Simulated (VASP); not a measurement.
A run of VASP 6.6.1 is set up as follows.

File INCAR:

```
SYSTEM = KCaCl3
PREC = Accurate
ENCUT = 520
EDIFF = 1E-6
ISMEAR = 0
SIGMA = 0.05
LREAL = .False.
LASPH = .True.
NELM = 100
ALGO = Normal
ISIF = 2
LWAVE = .False.
LCHARG = .False.
NBANDS = 28
```

KPOINTS

```
Automatic mesh
0
Gamma
  6 6 6
  0 0 0
```

Contents of POSCAR:

```
KCaCl3
1.0
    5.5455325566      0.0000000000      0.0000000000
    0.0000000000      5.5455325566      0.0000000000
    0.0000000000      0.0000000000      5.1018899521
K Ca Cl
1 1 3
Direct
    0.0000000000      0.0000000000      0.0000000000
    0.5000000000      0.5000000000      0.5000000000
    0.0000000000      0.5000000000      0.5000000000
    0.5000000000      0.0000000000      0.5000000000
    0.5000000000      0.5000000000      0.0000000000
```

Potentials or basis: VASP PAW LDA potentials, release 64 (K_sv, Ca_sv, Cl).

Launch:

```console
$ cat potpaw_LDA.64/K_sv/POTCAR potpaw_LDA.64/Ca_sv/POTCAR potpaw_LDA.64/Cl/POTCAR > POTCAR
$ mpirun -np 1 vasp_std > vasp.out
```

Q: Predict the band gap on the k mesh.

A: 4.32 eV (least direct gap 4.59 eV).

Q: Predict the pressure.

A: -2.2 GPa.

Stress tensor (GPa, compression positive):
```
-3.60  0.00  0.00
 0.00 -3.60  0.00
 0.00  0.00  0.53
```

 A k mesh can miss the band edges.
